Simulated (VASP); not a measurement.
Set up this calculation in VASP 6.6.1, as the native input.

```yaml
Task: single point
Functional: PBE
Potentials_or_basis: VASP PAW PBE potentials, release 64 (Te, Pb_d)
Cutoff: 520 eV
k_mesh: 6 × 6 × 6
Occupations: gaussian, width 0.01 eV
Spin: no spin polarisation
Dipole_correction: no
Further_INCAR_settings: ALGO = Normal; EDIFF = 1e-06; NBANDS = 17
```

The structure of TePb lies in POSCAR:

```
TePb
1.0
    0.0000000000      3.2342095700      3.2342095700
    3.2342095700      0.0000000000      3.2342095700
    3.2342095700      3.2342095700      0.0000000000
Te Pb
1 1
Direct
    0.5000000000      0.5000000000      0.5000000000
    0.0000000000      0.0000000000      0.0000000000
```

These files were run (other wordings do the same):

INCAR

```
PREC = Accurate
ENCUT = 520
EDIFF = 1E-6
ISMEAR = 0
SIGMA = 0.01
LREAL = F
LASPH = T
NELM = 100
ALGO = Normal
ISIF = 2
LWAVE = F
LCHARG = F
GGA = PE
NBANDS = 17
```

KPOINTS

```
Automatic mesh
0
Gamma
  6 6 6
```

Potentials or basis: VASP PAW PBE potentials, release 64 (Te, Pb_d).

The run is started by

```bash
$ cat potpaw_PBE.64/Te/POTCAR potpaw_PBE.64/Pb_d/POTCAR > POTCAR
$ mpirun -np 1 vasp_std > vasp.out
```

Results of the run:

| Property | Result |
| --- | --- |
| Pressure | 1.9 GPa |
| Band gap on the k mesh | 0.74 eV, direct |

Caveat: spin-orbit coupling is left out, which moves the levels of the heavy elements.

It took 15 s on 1 thread of Intel(R) Xeon(R) Platinum 8259CL CPU @ 2.50GHz (Skylake/Cascade Lake) (shared host), peak memory 0.2 GiB.
